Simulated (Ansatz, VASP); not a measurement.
## CaSe in VASP and in Ansatz

```
Ca Se
1.0
     3.63478    0.00000    0.00000
     0.00000    3.63478    0.00000
     0.00000    0.00000    3.63478
Ca Se
1 1
Cartesian
  0.0000 0.0000 0.0000
  1.8174 1.8174 1.8174
```

Alike in both runs: task single point; functional HSE06; k mesh 4 × 4 × 4; no spin polarisation.

|  | VASP | Ansatz |
| --- | --- | --- |
| version | VASP 6.6.1 | Ansatz 0.2.0 |
| potentials or method | VASP PAW PBE potentials, release 64 (Ca_sv, Se) | plane waves, PAW |
| plane-wave cutoff (eV) | 520 | 420 |
| occupations | gaussian, width 0.01 eV | fixed |
| valence electrons in the cell | 16 | 26 |

```tsv
	VASP	Ansatz	Ansatz less VASP
gap on the k mesh at the Fermi level (eV)	1.54	1.53	-0.014
pressure (GPa)	0.5	0.4	-0.04
```

VASP's potentials hold 16 valence electrons a cell and Ansatz's 26, so a difference there can come from the potentials and not from the codes. Ansatz's warnings: stress exchange threshold loose, stress scf threshold loose.

The k mesh is coarse, so the values compare programs but aren't converged.
